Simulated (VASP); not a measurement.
Wanted: the native input for a VASP 6.6.1 run.

| Quantity | Value |
| --- | --- |
| Task | relaxation of cell and atoms |
| Functional | PBE |
| Potentials or basis | VASP PAW PBE potentials, release 64 (Ga_d, Hg, O) |
| Cutoff | 600 eV |
| k mesh | 8 × 8 × 8 |
| Occupations | gaussian, width 0.1 eV |
| Spin | no spin polarisation |
| Dipole correction | no |
| Further INCAR settings | ALGO = Normal; EDIFF = 1e-06; IBRION = 2; EDIFFG = -0.01; NSW = 100; ISIF = 3 |

The structure of Ga4HgO lies in POSCAR:

```
Ga4HgO
1.0
    0.0000000000      3.8589226400      3.8589226400
    3.8589226400      0.0000000000      3.8589226400
    3.8589226400      3.8589226400      0.0000000000
Ga Hg O
4 1 1
Direct
    0.8749097000      0.3750301000      0.3750301000
    0.3750301000      0.3750301000      0.3750301000
    0.3750301000      0.8749097000      0.3750301000
    0.3750301000      0.3750301000      0.8749097000
    0.7500000000      0.7500000000      0.7500000000
    0.0000000000      0.0000000000      0.0000000000
```

The cell was generated, and may not be a known phase.

The input as run:

INCAR

```
ALGO = Normal
EDIFF = 1E-6
EDIFFG = -0.01
ENCUT = 600
GGA = PE
IBRION = 2
ISIF = 3
ISMEAR = 0
LASPH = True
LCHARG = False
LREAL = False
LWAVE = False
NELM = 100
NSW = 100
PREC = Accurate
SIGMA = 0.1
```

KPOINTS

```
k-points
0
Gamma
  8 8 8
```

Potentials or basis: VASP PAW PBE potentials, release 64 (Ga_d, Hg, O).

Command:

```bash
$ cat potpaw_PBE.64/Ga_d/POTCAR potpaw_PBE.64/Hg/POTCAR potpaw_PBE.64/O/POTCAR > POTCAR
$ mpirun -np 1 vasp_std > vasp.out
```

Results of the run:

```yaml
Relaxed_volume: 19.09 Å³/atom
Relaxed_cell: a = 5.451 Å, b = 5.451 Å, c = 5.451 Å, α = 60.00°, β = 60.00°, γ = 60.00°
Space_group_after_relaxing_to_0.1_Å: F-43m (No. 216)
Energy_gained_by_relaxing: 0.5 meV/atom
Ionic_steps: 3
Pressure_after_relaxing: 0.0 GPa
Largest_force_after_relaxing: 0.004 eV/Å
Band_gap_on_the_k_mesh: zero (bands 35 and 36 overlap by 1.11 eV)
```

Caveat: spin-orbit coupling is left out, which moves the levels of the heavy elements.

Wall time 5.8 min on 1 thread of Intel(R) Xeon(R) 6975P-C (Granite Rapids), with other jobs on the host, peak memory 0.43 GiB.
